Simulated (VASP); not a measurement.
A run of VASP 6.6.1 is set up as follows.

INCAR

```
SYSTEM = ZrB2
ALGO = Normal
EDIFF = 1E-6
EDIFFG = -0.005
ENCUT = 600
GGA = PS
IBRION = 2
ISIF = 3
ISMEAR = 0
LASPH = .True.
LCHARG = .False.
LREAL = .False.
LWAVE = .False.
NELM = 60
NSW = 100
PREC = Accurate
SIGMA = 0.1
```

KPOINTS

```
k-points
0
Gamma
  18 18 12
  0 0 0
```

Contents of POSCAR:

```
ZrB2
1.0
    3.1700000000      0.0000000000      0.0000000000
   -1.5850000000      2.7453005300      0.0000000000
    0.0000000000      0.0000000000      3.5330000000
Zr B
1 2
Direct
    0.0000000000      0.0000000000      0.0000000000
    0.3333333333      0.6666666667      0.5000000000
    0.6666666667      0.3333333333      0.5000000000
```

Potentials or basis: VASP PAW PBE potentials, release 64 (Zr_sv, B).

Run with:

```console
$ cat potpaw_PBE.64/Zr_sv/POTCAR potpaw_PBE.64/B/POTCAR > POTCAR
$ mpirun -np 1 vasp_std > vasp.out
```

Estimate the band gap on the k mesh.

zero (bands 9 and 10 overlap by 1.25 eV).

Estimate the relaxed volume.

10.09 Å³/atom.

Predict the space group after relaxing (to 0.1 Å).

P6/mmm (No. 191).

Predict the relaxed cell.

a = 3.156 Å, b = 3.156 Å, c = 3.509 Å, α = 90.00°, β = 90.00°, γ = 120.00°.

Step by step:
| step | energy change (eV) | largest force (eV/Å) | pressure (GPa) | volume (Å³) |
| --- | --- | --- | --- | --- |
| 1 | 0.0000 | 0.0000 | -3.77 | 30.75 |
| 2 | 0.0032 | 0.0000 | 5.06 | 29.68 |
| 3 | -0.0058 | 0.0000 | 0.02 | 30.27 |
| 4 | -0.0059 | 0.0000 | -0.01 | 30.27 |

Caveat: the PAW data sets were made with another functional, which shifts forces and pressure a little.
